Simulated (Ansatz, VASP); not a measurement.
HfO2: VASP beside Ansatz

File POSCAR:

```
HfO2
1.0
    3.5768243315      0.0000000000      0.0000000000
    0.0000000000      3.5768243315      0.0000000000
    0.0000000000      0.0000000000      5.2026739475
Hf O
2 4
Direct
    0.5000000000      0.5000000000      0.5000000000
    0.0000000000      0.0000000000      0.0000000000
    0.0000000000      0.5000000000      0.6096695510
    0.5000000000      0.0000000000      0.8038364645
    0.5000000000      0.0000000000      0.3038364645
    0.0000000000      0.5000000000      0.1961635355
```

INCAR.step1

```
ALGO     = Normal         # electronic algorithm
EDIFF    = 1E-4           # SCF threshold, eV
ENCUT    = 520            # plane-wave cutoff, eV
GGA      = PE             # functional
ISMEAR   = 0              # smearing method
LASPH    = True           # aspherical terms in the spheres
LCHARG   = False          # write CHGCAR
LREAL    = False          # projectors in reciprocal space
LWAVE    = True           # write WAVECAR
NBANDS   = 31             # bands
NELM     = 80             # most SCF steps
PREC     = Accurate       # precision mode
SIGMA    = 0.05           # smearing width, eV
```

The input INCAR.step2:

```
ALGO     = Normal         # electronic algorithm
EDIFF    = 1E-6           # SCF threshold, eV
ENCUT    = 520            # plane-wave cutoff, eV
ISIF     = 2              # what is computed and relaxed
ISMEAR   = 0              # smearing method
ISTART   = 1            
LASPH    = True           # aspherical terms in the spheres
LCHARG   = True           # write CHGCAR
LELF     = True           # ELF
LMIXTAU  = True         
LREAL    = False          # projectors in reciprocal space
LVHAR    = True         
LWAVE    = False          # write WAVECAR
METAGGA  = R2SCAN         # meta-GGA
NBANDS   = 31             # bands
NELM     = 80             # most SCF steps
PREC     = Accurate       # precision mode
SIGMA    = 0.05           # smearing width, eV
```

Contents of KPOINTS:

```
k-points
0
Gamma
  6 6 6
```

Input for Ansatz:

```yaml
crystal:
  lattice:
    - [3.5768243315, 0.0, 0.0]
    - [0.0, 3.5768243315, 0.0]
    - [0.0, 0.0, 5.2026739475]
  atoms:
    - { symbol: Hf, position: [0.5, 0.5, 0.5] }
    - { symbol: Hf, position: [0.0, 0.0, 0.0] }
    - { symbol: O, position: [0.0, 0.5, 0.609669551] }
    - { symbol: O, position: [0.5, 0.0, 0.8038364645] }
    - { symbol: O, position: [0.5, 0.0, 0.3038364645] }
    - { symbol: O, position: [0.0, 0.5, 0.1961635355] }
basis:
  ecutwfc: 500
kpoints:
  mp_grid: { grid: [6, 6, 6] }
hamiltonian:
  xc: r2scan
scf:
  occupations: { method: gaussian, width: 0.05 }
output:
  forces: true
  stress: true
  eigenvalues: true
```

Alike in both runs: task single point; functional r2SCAN; k mesh 6 × 6 × 6; occupations gaussian, width 0.05 eV; no spin polarisation.

```csv
,VASP,Ansatz
version,VASP 6.6.1,Ansatz 0.2.0
potentials or method,"VASP PAW PBE potentials, release 64 (Hf_pv, O), cutoff 520 eV","scalar-relativistic, plane waves, PAW"
valence electrons in the cell,44,76
```

Ansatz gave:

- gap on the k mesh at the Fermi level (eV): 4.71
- least direct gap on the mesh (eV): 4.94
- pressure (GPa): 13.2
- traceless stress, the component that is largest in VASP (GPa): -14.77
- rms of the force components (eV/Å): 2.125

Problem. Which values does VASP return?

Solution. gap on the k mesh at the Fermi level (eV): 4.70; least direct gap on the mesh (eV): 4.92; pressure (GPa): 10.0; traceless stress, the component that is largest in VASP (GPa): -14.60; rms of the force components (eV/Å): 2.123.

VASP's potentials were made for PBE, not for r2SCAN. Atom by atom the forces differ by 0.037 eV/Å (rms over components). VASP's potentials hold 44 valence electrons a cell and Ansatz's 76, so a difference there can come from the potentials and not from the codes.

Spin-orbit coupling is off throughout.
